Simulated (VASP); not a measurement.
Input of a VASP 6.6.1 run:

The input INCAR:

```
SYSTEM = Hf
ALGO = Normal ; EDIFF = 1E-7
EDIFFG = -0.02 ; ENCUT = 500
GGA = PS ; GGA_COMPAT = .False.
IBRION = 2 ; ISIF = 3
ISMEAR = 1 ; LASPH = .True.
LCHARG = .False. ; LREAL = .False.
LWAVE = .False. ; NELM = 120
NELMIN = 4 ; NSW = 60
PREC = Accurate ; PSTRESS = 450.0
SIGMA = 0.1
```

File KPOINTS:

```
k-points
0
Gamma
  10 10 10
  0 0 0
```

The input POSCAR:

```
Hf
1.0
    1.7750000000      1.7750000000      1.7750000000
   -1.7750000000      1.7750000000      1.7750000000
   -1.7750000000     -1.7750000000      1.7750000000
Hf
1
Direct
    0.0000000000      0.0000000000      0.0000000000
```

Potentials or basis: VASP PAW PBE potentials, release 64 (Hf_pv).

Launch:

```console
$ cat potpaw_PBE.64/Hf_pv/POTCAR > POTCAR
$ mpirun -np 1 vasp_std > vasp.out
```

Task: Estimate the relaxed cell.

Result: a = 2.756 Å, b = 2.756 Å, c = 2.756 Å, α = 70.53°, β = 109.47°, γ = 70.53°.

Task: Predict the space group after relaxing (to 0.05 Å).

Result: Im-3m (No. 229).

Task: Predict the relaxed volume.

Result: 16.11 Å³/atom.

Task: Estimate the band gap on the k mesh.

Result: Zero (band 5 reaches 8.53 eV, above the bottom of band 6 at 6.19 eV).

Step by step:
| step | energy change (eV) | largest force (eV/Å) | pressure (GPa) | volume (Å³) |
| --- | --- | --- | --- | --- |
| 1 | 0.0000 | 0.0000 | -5.14 | 22.37 |
| 2 | 20.3538 | 0.0000 | 1292.35 | 6.50 |
| 3 | 0.2722 | 0.0000 | 28.20 | 17.43 |
| 4 | 0.3694 | 0.0000 | 33.53 | 16.92 |
| 5 | 0.6043 | 0.0000 | 47.05 | 15.98 |
| 6 | 0.5658 | 0.0000 | 44.86 | 16.11 |

Caveat: the cell is relaxed towards a set pressure, so the enthalpy falls and the energy may rise; the volume moved by over 15 % at a fixed basis, so the end points are rough; the PAW data sets were made with another functional, which shifts forces and pressure a little; spin-orbit coupling is left out, which moves the levels of the heavy elements.
